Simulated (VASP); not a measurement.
# C (Fmmm) in VASP: notebook

The runs below take C through single point, with LDA.

Everything below comes from runs of VASP 6.6.1. Logs are shortened: lines on timing, memory, paths and dates and some standing lists are left out, and cuts for length are marked.

### Step 1. The cell of the first run

The structure is orthorhombic, space group Fmmm (No. 69). Conventional cell: a = 2.456 Å, b = 4.254 Å, c = 6.796 Å, α = 90.00°, β = 90.00°, γ = 90.00°. C (site symmetry m2m) has 3 C at 1.42 Å within 1.9 Å.

### Step 2. Single point, LDA (strain +0.000 along x and y, +0.015 along z)

The input, INCAR:

```
SYSTEM = C
ALGO     = Normal         ! electronic algorithm
EDIFF    = 1E-6           ! SCF threshold, eV
ENCUT    = 520            ! plane-wave cutoff, eV
GGA      = CA             ! functional
ISIF     = 2              ! what is computed and relaxed
ISMEAR   = 0              ! smearing method
LASPH    = .TRUE.         ! aspherical terms in the spheres
LCHARG   = .FALSE.        ! write CHGCAR
LREAL    = .FALSE.        ! projectors in reciprocal space
LWAVE    = .FALSE.        ! write WAVECAR
NBANDS   = 11             ! bands
NELM     = 60             ! most SCF steps
PREC     = Accurate       ! precision mode
SIGMA    = 0.05           ! smearing width, eV
```

The input, KPOINTS:

```
k-points
0
G
  14 14 14
  0 0 0
```

The input, POSCAR:

```
C
1.0
    0.0000000000      2.1270000000      3.3982200000
    1.2280000000      0.0000000000      3.3982200000
    1.2280000000      2.1270000000      0.0000000000
C
2
Direct
    0.1666700000      0.8333300000      0.1666700000
    0.8333300000      0.1666700000      0.8333300000
```

Potentials or basis: VASP PAW LDA potentials, release 64 (C).

Launch:

```bash
$ cat potpaw_LDA.64/C/POTCAR > POTCAR
$ mpirun -np 1 vasp_std > vasp.out
```

OUTCAR:

```text
SYSTEM = C
   EDIFF = 1E-6
   ENCUT = 520
   GGA = CA
   ISIF = 2
   ISMEAR = 0
   LASPH = .TRUE.
   LREAL = .FALSE.
   NELM = 60
   PREC = Accurate

 ion  position               nearest neighbor table
   1  0.167  0.833  0.167-   2 1.42   2 1.42   2 1.42
   2  0.833  0.167  0.833-   1 1.42   1 1.42   1 1.42

  LATTYP: Found a face centered orthorhombic cell.
 ALAT       =     2.4560000000
 B/A-ratio  =     1.7320846906
 C/A-ratio  =     2.7672801303

  Lattice vectors:

 A1 = (   0.0000000000,   2.1270000000,   3.3982200000)
 A2 = (   1.2280000000,   0.0000000000,   3.3982200000)
 A3 = (   1.2280000000,   2.1270000000,   0.0000000000)

Analysis of symmetry for initial positions (statically):
=====================================================================
 Subroutine PRICEL returns:
 Original cell was already a primitive cell.

 Routine SETGRP: Setting up the symmetry group for a
 face centered orthorhombic supercell.

 Subroutine GETGRP returns: Found  8 space group operations
 (whereof  8 operations were pure point group operations)
 out of a pool of  8 trial point group operations.

The static configuration has the point symmetry D_2h.

Analysis of symmetry for dynamics (positions and initial velocities):
=====================================================================
 Subroutine PRICEL returns:
 Original cell was already a primitive cell.

 Routine SETGRP: Setting up the symmetry group for a
 face centered orthorhombic supercell.

 Subroutine GETGRP returns: Found  8 space group operations
 (whereof  8 operations were pure point group operations)
 out of a pool of  8 trial point group operations.

The dynamic configuration has the point symmetry D_2h.

 Subroutine INISYM returns: Found  8 space group operations
 (whereof  8 operations are pure point group operations),
 and found     1 'primitive' translations

----------------------------------------------------------------------------------------

                                     Primitive cell

  volume of cell :      17.7520

  direct lattice vectors                    reciprocal lattice vectors
     0.000000000  2.127000000  3.398220000    -0.407166124  0.235072873  0.147135853
     1.228000000  0.000000000  3.398220000     0.407166124 -0.235072873  0.147135853
     1.228000000  2.127000000  0.000000000     0.407166124  0.235072873 -0.147135853

  length of vectors
     4.008993411  3.613292566  2.456036034     0.492638272  0.492638272  0.492638272

  position of ions in fractional coordinates (direct lattice)
     0.166670000  0.833330000  0.166670000
     0.833330000  0.166670000  0.833330000

  ion indices of the primitive-cell ions
   primitive index   ion index
                 1           1
                 2           2

----------------------------------------------------------------------------------------

 KPOINTS: k-points

Automatic generation of k-mesh.
 Grid dimensions read from file:
 generate k-points for:   14   14   14

 Generating k-lattice:

  Cartesian coordinates                     Fractional coordinates (reciprocal lattice)
    -0.029083295  0.016790919  0.010509704     0.071428571  0.000000000  0.000000000
     0.029083295 -0.016790919  0.010509704     0.000000000  0.071428571  0.000000000
     0.029083295  0.016790919 -0.010509704    -0.000000000 -0.000000000  0.071428571

  Length of vectors
     0.035188448  0.035188448  0.035188448

  Shift w.r.t. Gamma in fractional coordinates (k-lattice)
     0.000000000  0.000000000  0.000000000

 Subroutine IBZKPT returns following result:
 ===========================================

 Found    428 irreducible k-points:

 Following reciprocal coordinates:
            Coordinates               Weight
  0.000000  0.000000  0.000000      1.000000
  0.071429 -0.000000 -0.000000      8.000000
  0.142857 -0.000000 -0.000000      8.000000
  0.214286 -0.000000  0.000000      8.000000
  0.285714  0.000000  0.000000      8.000000
  0.357143  0.000000  0.000000      8.000000
[... 16 lines left out ...]
  0.214286  0.142857  0.000000      8.000000
  0.285714  0.142857  0.000000      8.000000
 [... further k-points ...]
   k-points           NKPTS =    428   k-points in BZ     NKDIM =    428   number of bands    NBANDS=     11
   number of dos      NEDOS =    301   number of ions     NIONS =      2
   total plane-waves  NPLWV =  15120
   dimension x,y,z NGX =    30 NGY =   28 NGZ =   18
   dimension x,y,z NGXF=    60 NGYF=   56 NGZF=   36
   ions per type =               2
   NGX,Y,Z   is equivalent  to a cutoff of  12.44, 12.88, 12.18 a.u.
   NGXF,Y,Z  is equivalent  to a cutoff of  24.88, 25.77, 24.37 a.u.
 SYSTEM =  C
   PREC   = accura    normal or accurate (medium, high low for compatibility)
   ISTART =      0    job   : 0-new  1-cont  2-samecut
   ICHARG =      2    charge: 1-file 2-atom 10-const
   ISPIN  =      1    spin polarized calculation?
   LNONCOLLINEAR =      F non collinear calculations
   LSORBIT =      F    spin-orbit coupling
   LASPH  =      T    aspherical Exc in radial PAW
   ENCUT  =  520.0 eV  38.22 Ry    6.18 a.u.   7.45  6.72  4.57*2*pi/ulx,y,z
   NELM   =     60;   NELMIN=  2; NELMDL= -5     # of ELM steps
   EDIFF  = 0.1E-05   stopping-criterion for ELM
   LREAL  =      F    real-space projection
   EDIFFG = 0.1E-04   stopping-criterion for IOM
   NSW    =      0    number of steps for IOM
   IBRION =     -1    ionic relax: 0-MD 1-quasi-New 2-CG
   NFREE  =      0    steps in history (QN), initial steepest desc. (CG)
   ISIF   =      2    stress and relaxation
   ISYM   =      2    0-nonsym 1-usesym 2-fastsym
   POTIM  = 0.5000    time-step for ionic-motion
   TEBEG  =    0.0;   TEEND  =   0.0 temperature during run
   PSTRESS=    0.0 pullay stress
   NELECT =       8.0000    total number of electrons
   NUPDOWN=      -1.0000    fix difference up-down
   EMIN   =  10.00;   EMAX   =-10.00  energy-range for DOS
   EFERMI =   0.00;   METHOD = LEGACY
   ISMEAR =     0;   SIGMA  =   0.05  broadening in eV -4-tet -1-fermi 0-gaus
   EFERMI_NEDOS =   21; number of points for ismear=-14 and -15
   IALGO  =     38    algorithm
   IMIX   =      4    mixing-type and parameters
     AMIX     =   0.40;   BMIX     =  1.00
     AMIX_MAG =   1.60;   BMIX_MAG =  1.00
  volume/ion in A,a.u.               =       8.88        59.90
  Fermi-wavevector in a.u.,A,eV,Ry     =   1.255131  2.371854 21.433989  1.575354
  Thomas-Fermi vector in A             =   2.388902
   LORBIT       =      0    0 simple, 1 ext, 2 COOP (PROOUT), +10 PAW based schemes
   GGA     = CA    functional components
   LHFCALC =     F    Hartree Fock is set to
   AEXX    =    0.0000 exact exchange contribution
   IVDW    =     0    specifies the selected vdW correction
   LEPSILON=     F    determine dielectric tensor
   LRPA    =     F    only Hartree local field effects (RPA)
 non-spin polarized calculation
 Gauss-broadening in eV      SIGMA  =   0.05
  energy-cutoff  :      520.00
  volume of cell :       17.75
 maximum number of plane-waves:       499
 NGX is ok and might be reduce to    30
   NGX = 15   NGY = 13   NGZ =  9

 number of electron       8.0000001 magnetization

 Free energy of the ion-electron system (eV)
  ---------------------------------------------------
  ext. energy  EPLUGINS =         0.00000000
  ---------------------------------------------------
  free energy    TOTEN  =       -20.21925171 eV

  energy without entropy =      -20.21925171  energy(sigma->0) =      -20.21925171

 E-fermi :   4.7678     XC(G=0): -10.6913

 val. band max:        4.5798005847   @ k =   0.5000  -0.1429   0.3571
 cond. band min:       4.9714937605   @ k =  -0.1429   0.2143   0.2857
 fundamental gap:      0.3916931758
 Fermi energy:         4.7677838736

 k-point     1 :       0.0000    0.0000    0.0000
  band No.  band energies     occupation
      1     -15.0015      2.00000
      2      -2.1735      2.00000
      3       1.5036      2.00000
      4       1.5264      2.00000
      5       8.2375      0.00000
      6      12.8611      0.00000
      7      12.9259      0.00000
      8      15.9405      0.00000
      9      17.6672      0.00000
     10      26.9458      0.00000
     11      29.3152      0.00000

 k-point     2 :       0.0714   -0.0000   -0.0000
  band No.  band energies     occupation
      1     -14.8762      2.00000
      2      -2.0635      2.00000
      3       1.0500      2.00000
      4       1.2539      2.00000
      5       8.4476      0.00000
      6      12.9672      0.00000
      7      13.3985      0.00000
      8      15.4985      0.00000
      9      17.8740      0.00000
     10      27.3383      0.00000
     11      28.3601      0.00000

 k-point     3 :       0.1429   -0.0000   -0.0000
  band No.  band energies     occupation
      1     -14.5019      2.00000
      2      -1.7319      2.00000
      3      -0.1883      2.00000
      4       0.6193      2.00000
      5       9.0717      0.00000
      6      12.9979      0.00000
      7      14.2827      0.00000
      8      14.8106      0.00000
      9      18.5440      0.00000
     10      26.1387      0.00000
     11      28.3837      0.00000

 k-point     4 :       0.2143   -0.0000    0.0000
  band No.  band energies     occupation
      1     -13.8829      2.00000
      2      -1.8674      2.00000
      3      -1.1762      2.00000
      4      -0.1473      2.00000
      5      10.0821      0.00000
      6      12.5526      0.00000
      7      12.8631      0.00000
      8      16.8300      0.00000
      9      19.6211      0.00000
     10      24.0730      0.00000
     11      28.6525      0.00000
[... 239 lines left out ...]
 k-point    22 :       0.1429    0.1429    0.0000
  band No.  band energies     occupation
      1     -14.9496      2.00000
      2      -2.6044      2.00000
      3       1.5056      2.00000
      4       1.5204      2.00000
      5       9.1714      0.00000
      6      12.8670      0.00000
      7      12.9081      0.00000
      8      15.9664      0.00000
      9      17.6411      0.00000
     10      26.8672      0.00000
     11      28.2953      0.00000

 k-point    23 :       0.2143    0.1429    0.0000
  band No.  band energies     occupation
      1     -14.8018      2.00000
      2      -2.6618      2.00000
      3       1.0421      2.00000
      4       1.2535      2.00000
      5       9.7912      0.00000
      6      12.9538      0.00000
      7      13.3960      0.00000
      8      15.5506      0.00000
      9      17.8291      0.00000
     10      27.0968      0.00000
     11      27.5622      0.00000

 k-point    24 :       0.2857    0.1429    0.0000
  band No.  band energies     occupation
      1     -14.4100      2.00000
      2      -2.4432      2.00000
      3      -0.2058      2.00000
      4       0.6193      2.00000
      5      10.7453      0.00000
      6      12.9897      0.00000
      7      14.3914      0.00000
      8      14.8183      0.00000
      9      18.4510      0.00000
     10      25.9538      0.00000
     11      28.1969      0.00000

 [... further k-points ...]
[... 5 lines left out ...]
  --------------------------------------------------------------------------------------
  -------------------------------------------------------------------------------------
  Total       -0.4983354     -0.4941228     -0.0340889     -0.0000000      0.0000000      0.0000000
  in kB      -44.9764318    -44.5962311     -3.0766341     -0.0000000      0.0000000      0.0000000
  external PRESSURE =     -30.8830990 kB  Pullay stress =       0.0000000 kB

 VOLUME and BASIS-vectors are now :
 -----------------------------------------------------------------------------
  energy-cutoff  :      520.00
  volume of cell :       17.75
      direct lattice vectors                 reciprocal lattice vectors
     0.000000000  2.127000000  3.398220000    -0.407166124  0.235072873  0.147135853
     1.228000000  0.000000000  3.398220000     0.407166124 -0.235072873  0.147135853
     1.228000000  2.127000000  0.000000000     0.407166124  0.235072873 -0.147135853

 POSITION                                       TOTAL-FORCE (eV/Angst)
 -----------------------------------------------------------------------------------
      1.22800      0.70901      3.39822         0.000000      0.030996      0.000000
      1.22800      3.54499      3.39822         0.000000     -0.030996      0.000000
 -----------------------------------------------------------------------------------
    total drift:                               -0.000000     -0.000000     -0.000000

  FREE ENERGIE OF THE ION-ELECTRON SYSTEM (eV)
  ---------------------------------------------------
  free  energy   TOTEN  =       -20.2192517132 eV

  energy  without entropy=      -20.2192517132  energy(sigma->0) =      -20.21925171
```

It took 47 s on 1 thread of Intel Xeon 6975P-C (Granite Rapids), shared host; peak memory 0.17 GiB.

What came out:

```
Free energy            : -20.2193 eV
Pressure               : -3.1 GPa
Largest force          : 0.031 eV/Å
Band gap on the k mesh : 0.39 eV, indirect (least direct gap 0.48 eV)
```

Forces on the atoms (eV/Å):
```
C    0.000  0.031  0.000
C    0.000 -0.031  0.000
```

Caveat: the cell differs from its parent crystal (strain +0.000 along x and y, +0.015 along z). A k mesh can miss the band edges.

(Continued in part 2 of 3.)
